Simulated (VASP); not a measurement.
# GaN (P6_3mc) in VASP: single point with PBE

Aim: the single point of GaN with PBE.

All numbers are computed with VASP 6.6.1; they aren't measurements. Logs are shortened: lines on timing, memory, paths and dates and some standing lists are left out, and cuts for length are marked.

## 1. The cell of the first run

It takes space group P6_3mc (No. 186, hexagonal). Conventional cell: a = 3.219 Å, b = 3.219 Å, c = 5.244 Å, α = 90.00°, β = 90.00°, γ = 120.00°. Within 2.6 Å of Ga (site symmetry 3m) lie 4 N at 1.97 to 1.98 Å. N (site symmetry 3m) has 4 Ga at 1.97 to 1.98 Å within 2.6 Å.

## 2. Single point, PBE

Contents of INCAR:

```
SYSTEM = GaN
  ALGO = Normal
  EDIFF = 1E-6
  ENCUT = 520
  GGA = PE
  ISIF = 2
  ISMEAR = -1
  ISYM = 0
  LASPH = .True.
  LCHARG = .False.
  LREAL = .False.
  LWAVE = .False.
  NBANDS = 26
  NELM = 100
  PREC = Accurate
  SIGMA = 0.01
```

Contents of KPOINTS:

```
Automatic mesh
0
Gamma
  6 6 4
  0.5 0.5 0.5
```

Contents of POSCAR:

```
GaN
1.0
    3.2186213467      0.0000000000      0.0000000000
   -1.6093106733      2.7874078500      0.0000000000
    0.0000000000      0.0000000000      5.2435339950
Ga N
2 2
Direct
    0.6666666667      0.3333333333      0.4991368700
    0.3333333333      0.6666666667      0.9991368700
    0.6666666667      0.3333333333      0.8758631300
    0.3333333333      0.6666666667      0.3758631300
```

Potentials or basis: VASP PAW PBE potentials, release 64 (Ga_d, N).

The run is started by

```bash
$ cat potpaw_PBE.64/Ga_d/POTCAR potpaw_PBE.64/N/POTCAR > POTCAR
$ mpirun -np 1 vasp_std > vasp.out
```

OUTCAR:

```text
SYSTEM = GaN
   EDIFF = 1E-6
   ENCUT = 520
   GGA = PE
   ISIF = 2
   ISMEAR = -1
   ISYM = 0
   LASPH = .True.
   LREAL = .False.
   NELM = 100
   PREC = Accurate

 ion  position               nearest neighbor table
   1  0.667  0.333  0.499-   4 1.97   4 1.97   4 1.97   3 1.98
   2  0.333  0.667  0.999-   3 1.97   3 1.97   3 1.97   4 1.98
   3  0.667  0.333  0.876-   2 1.97   2 1.97   2 1.97   1 1.98
   4  0.333  0.667  0.376-   1 1.97   1 1.97   1 1.97   2 1.98

IMPORTANT INFORMATION: All symmetrisations will be switched off!
NOSYMM: (Re-)initialisation of all symmetry stuff for point group C_1.

----------------------------------------------------------------------------------------

                                     Primitive cell

  volume of cell :      47.0429

  direct lattice vectors                    reciprocal lattice vectors
     3.218621347  0.000000000  0.000000000     0.310692030  0.179378127  0.000000000
    -1.609310673  2.787407850  0.000000000     0.000000000  0.358756254  0.000000000
     0.000000000  0.000000000  5.243533995     0.000000000  0.000000000  0.190711074

  length of vectors
     3.218621347  3.218621345  5.243533995     0.358756254  0.358756254  0.190711074

  position of ions in fractional coordinates (direct lattice)
     0.666666667  0.333333333  0.499136870
     0.333333333  0.666666667  0.999136870
     0.666666667  0.333333333  0.875863130
     0.333333333  0.666666667  0.375863130

  ion indices of the primitive-cell ions
   primitive index   ion index
                 1           1
                 2           2
                 3           3
                 4           4

----------------------------------------------------------------------------------------

 KPOINTS: Automatic mesh

Automatic generation of k-mesh.
 Grid dimensions read from file:
 generate k-points for:    6    6    4

 Generating k-lattice:

  Cartesian coordinates                     Fractional coordinates (reciprocal lattice)
     0.051782005  0.029896355  0.000000000     0.166666667 -0.000000000  0.000000000
     0.000000000  0.059792709  0.000000000     0.000000000  0.166666667  0.000000000
     0.000000000  0.000000000  0.047677769     0.000000000  0.000000000  0.250000000

  Length of vectors
     0.059792709  0.059792709  0.047677769

  Shift w.r.t. Gamma in fractional coordinates (k-lattice)
[... 49 lines left out ...]
   LASPH  =      T    aspherical Exc in radial PAW
   ENCUT  =  520.0 eV  38.22 Ry    6.18 a.u.   5.98  5.98  9.75*2*pi/ulx,y,z
   NELM   =    100;   NELMIN=  2; NELMDL= -5     # of ELM steps
   EDIFF  = 0.1E-05   stopping-criterion for ELM
   LREAL  =      F    real-space projection
   EDIFFG = 0.1E-04   stopping-criterion for IOM
   NSW    =      0    number of steps for IOM
   IBRION =     -1    ionic relax: 0-MD 1-quasi-New 2-CG
   NFREE  =      0    steps in history (QN), initial steepest desc. (CG)
   ISIF   =      2    stress and relaxation
   ISYM   =      0    0-nonsym 1-usesym 2-fastsym
   POTIM  = 0.5000    time-step for ionic-motion
   TEBEG  =    0.0;   TEEND  =   0.0 temperature during run
   PSTRESS=    0.0 pullay stress
   NELECT =      36.0000    total number of electrons
   NUPDOWN=      -1.0000    fix difference up-down
   EMIN   =  10.00;   EMAX   =-10.00  energy-range for DOS
   EFERMI =   0.00;   METHOD = LEGACY
   ISMEAR =    -1;   SIGMA  =   0.01  broadening in eV -4-tet -1-fermi 0-gaus
   EFERMI_NEDOS =   21; number of points for ismear=-14 and -15
   IALGO  =     38    algorithm
   IMIX   =      4    mixing-type and parameters
     AMIX     =   0.40;   BMIX     =  1.00
     AMIX_MAG =   1.60;   BMIX_MAG =  1.00
  volume/ion in A,a.u.               =      11.76        79.37
  Fermi-wavevector in a.u.,A,eV,Ry     =   1.497422  2.829717 30.507965  2.242272
  Thomas-Fermi vector in A             =   2.609312
   LORBIT       =      0    0 simple, 1 ext, 2 COOP (PROOUT), +10 PAW based schemes
   GGA     = PE    functional components
   LHFCALC =     F    Hartree Fock is set to
   AEXX    =    0.0000 exact exchange contribution
   IVDW    =     0    specifies the selected vdW correction
   LEPSILON=     F    determine dielectric tensor
   LRPA    =     F    only Hartree local field effects (RPA)
 non-spin polarized calculation
  energy-cutoff  :      520.00
  volume of cell :       47.04
 maximum number of plane-waves:      1283
   NGX = 11   NGY = 11   NGZ = 19

 number of electron      35.9999957 magnetization

 Free energy of the ion-electron system (eV)
  ---------------------------------------------------
  ext. energy  EPLUGINS =         0.00000000
  ---------------------------------------------------
  free energy    TOTEN  =       -24.32946557 eV

  energy without entropy =      -24.32946557  energy(sigma->0) =      -24.32946557

 E-fermi :   5.1804     XC(G=0): -11.5141

 val. band max:        4.9016262504   @ k =  -0.0833  -0.0000   0.1250
 cond. band min:       7.6225921535   @ k =   0.0000  -0.0833   0.1250
 fundamental gap:      2.7209659030
 Fermi energy:         5.1804119839

 k-point     1 :       0.0833    0.0833    0.1250
  band No.  band energies     occupation
      1     -10.5056      2.00000
      2      -9.8727      2.00000
      3      -8.3892      2.00000
      4      -8.3737      2.00000
      5      -8.3294      2.00000
      6      -8.3273      2.00000
[... 685 lines left out ...]
     25      16.9236      0.00000
     26      18.1600      0.00000

 [... further k-points ...]

------------------------ aborting loop because EDIFF is reached ----------------------------------------

  FORCE on cell =-STRESS in cart. coord.  units (eV):
  Direction    XX          YY          ZZ          XY          YZ          ZX
  --------------------------------------------------------------------------------------
  -------------------------------------------------------------------------------------
  Total        0.0252916      0.0252563      0.0451076     -0.0000449      0.0000025      0.0000027
  in kB        0.8613767      0.8601718      1.5362643     -0.0015277      0.0000855      0.0000904
  external PRESSURE =       1.0859376 kB  Pullay stress =       0.0000000 kB

 VOLUME and BASIS-vectors are now :
 -----------------------------------------------------------------------------
  energy-cutoff  :      520.00
  volume of cell :       47.04
      direct lattice vectors                 reciprocal lattice vectors
     3.218621347  0.000000000  0.000000000     0.310692030  0.179378127  0.000000000
    -1.609310673  2.787407850  0.000000000     0.000000000  0.358756254  0.000000000
     0.000000000  0.000000000  5.243533995     0.000000000  0.000000000  0.190711074

 POSITION                                       TOTAL-FORCE (eV/Angst)
 -----------------------------------------------------------------------------------
      1.60931      0.92914      2.61724        -0.000016      0.000007     -0.000806
     -0.00000      1.85827      5.23901         0.000013     -0.000008     -0.000792
      1.60931      0.92914      4.59262        -0.000011      0.000008      0.000815
     -0.00000      1.85827      1.97085         0.000014     -0.000007      0.000782
 -----------------------------------------------------------------------------------
    total drift:                               -0.000004     -0.000000     -0.001187

  FREE ENERGIE OF THE ION-ELECTRON SYSTEM (eV)
  ---------------------------------------------------
  free  energy   TOTEN  =       -24.3294655737 eV

  energy  without entropy=      -24.3294655737  energy(sigma->0) =      -24.32946557
```

OSZICAR:

```text
N       E                     dE             d eps       ncg     rms          rms(c)
DAV:   1     0.280788518828E+03    0.28079E+03   -0.17659E+04 12170   0.256E+03
DAV:   2     0.852520183704E+01   -0.27226E+03   -0.25685E+03 12272   0.489E+02
DAV:   3    -0.269874361260E+02   -0.35513E+02   -0.34955E+02 13328   0.143E+02
DAV:   4    -0.282265777399E+02   -0.12391E+01   -0.12334E+01 13378   0.286E+01
DAV:   5    -0.282534565100E+02   -0.26879E-01   -0.26843E-01 13650   0.405E+00    0.108E+01
DAV:   6    -0.242585955514E+02    0.39949E+01   -0.10175E+01 18552   0.479E+01    0.308E+00
DAV:   7    -0.243476280232E+02   -0.89032E-01   -0.13272E+00 11974   0.899E+00    0.267E+00
DAV:   8    -0.243427315356E+02    0.48965E-02   -0.15353E-01 18638   0.474E+00    0.834E-01
DAV:   9    -0.243289850356E+02    0.13747E-01   -0.42924E-02 17946   0.342E+00    0.379E-01
DAV:  10    -0.243294632311E+02   -0.47820E-03   -0.54116E-03 11814   0.439E-01    0.842E-02
DAV:  11    -0.243294682947E+02   -0.50636E-05   -0.19601E-04 20516   0.241E-01    0.482E-02
DAV:  12    -0.243294641848E+02    0.41099E-05   -0.41846E-05 13668   0.545E-02    0.120E-02
DAV:  13    -0.243294652801E+02   -0.10953E-05   -0.12545E-05 13376   0.481E-02    0.197E-02
DAV:  14    -0.243294655737E+02   -0.29357E-06   -0.31546E-06 11520   0.149E-02
   1 F= -.24329466E+02 E0= -.24329466E+02  d E =-.125254E-13
```

Wall time 4 min (1 thread of AMD EPYC 7R43 (Zen 3), shared host); peak memory 0.28 GiB.

Results:

| Property | Result |
| --- | --- |
| Free energy | -24.3295 eV |
| Pressure | 0.1 GPa |
| Band gap on the k mesh | 2.72 eV |

Caveat: a shifted mesh leaves out Γ, where band edges can lie. A k mesh can miss the band edges.
